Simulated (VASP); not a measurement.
Set up this calculation in VASP 6.6.1, as the native input.

| Item | Value |
| --- | --- |
| Task | single point |
| Functional | LDA |
| Potentials or basis | VASP PAW LDA potentials, release 64 (C) |
| Cutoff | 520 eV |
| k mesh | 16 × 16 × 16 |
| Occupations | gaussian, width 0.03 eV |
| Spin | no spin polarisation |
| Dipole correction | no |
| Further INCAR settings | ALGO = Normal; EDIFF = 1e-06; NBANDS = 11 |

The structure of C lies in POSCAR:

```
C
1.0
    0.0000000000      2.1166507492      3.3597492418
    1.1677593577      0.0000000000      3.3597492418
    1.1677593577      2.1166507492      0.0000000000
C
2
Direct
    0.1667065656      0.8332934344      0.1667065656
    0.8332934344      0.1667065656      0.8332934344
```

This cell differs from its parent crystal: strain -0.0450 x Voigt [1, 0, 0, 0, 0, 0].

These files were run (other wordings do the same):

INCAR

```
ALGO     = Normal         # electronic algorithm
EDIFF    = 1E-6           # SCF threshold, eV
ENCUT    = 520            # plane-wave cutoff, eV
GGA      = CA             # functional
ISIF     = 2              # what is computed and relaxed
ISMEAR   = 0              # smearing method
LASPH    = T              # aspherical terms in the spheres
LCHARG   = T              # write CHGCAR
LELF     = T              # ELF
LREAL    = F              # projectors in reciprocal space
LVHAR    = T            
LWAVE    = F              # write WAVECAR
NBANDS   = 11             # bands
NELM     = 60             # most SCF steps
PREC     = Accurate       # precision mode
SIGMA    = 0.03           # smearing width, eV
```

KPOINTS

```
k-points
0
Gamma
  16 16 16
```

Potentials or basis: VASP PAW LDA potentials, release 64 (C).

The run is started by

```sh
$ cat potpaw_LDA.64/C/POTCAR > POTCAR
$ mpirun -np 1 vasp_std > vasp.out
```

It gave:

```yaml
Pressure: 23.3 GPa
Largest_force: 0.842 eV/Å
Band_gap_on_the_k_mesh: 0.06 eV, direct
```

Caveat: the cell differs from its parent crystal (strain -0.0450 x Voigt [1, 0, 0, 0, 0, 0]).

It took 74 s on 1 thread of Intel Xeon 6975P-C (shared host), peak memory 0.2 GiB.
